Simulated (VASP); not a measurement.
Here is a VASP 6.6.1 calculation.

INCAR

```
SYSTEM = Hf
  PREC = Accurate
  ENCUT = 520
  EDIFF = 1E-7
  ISMEAR = 0
  SIGMA = 0.1
  LREAL = .FALSE.
  LASPH = .TRUE.
  NELM = 80
  ALGO = Fast
  ISIF = 2
  LWAVE = .FALSE.
  LCHARG = .TRUE.
  GGA = PS
  LELF = .TRUE.
  LVHAR = .TRUE.
  NBANDS = 11
```

Contents of KPOINTS:

```
regular mesh
0
G
  22 22 22
  0 0 0
```

File POSCAR:

```
Hf
1.0
    0.0000000000      2.2093002367      2.2089003242
    2.2094286773      0.0000000000      2.2089003242
    2.2094286773      2.2093002367      0.0000000000
Hf
1
Direct
    0.5000000000      0.5000000000      0.5000000000
```

Potentials or basis: VASP PAW PBE potentials, release 64 (Hf_pv).

Run with:

```sh
$ cat potpaw_PBE.64/Hf_pv/POTCAR > POTCAR
$ mpirun -np 1 vasp_std > vasp.out
```

Estimate the band gap on the k mesh.

zero (bands 5 and 6 overlap by 2.04 eV).

Estimate the pressure.

-0.4 GPa.

Caveat: the PAW data sets were made with another functional, which shifts forces and pressure a little; spin-orbit coupling is left out, which moves the levels of the heavy elements.
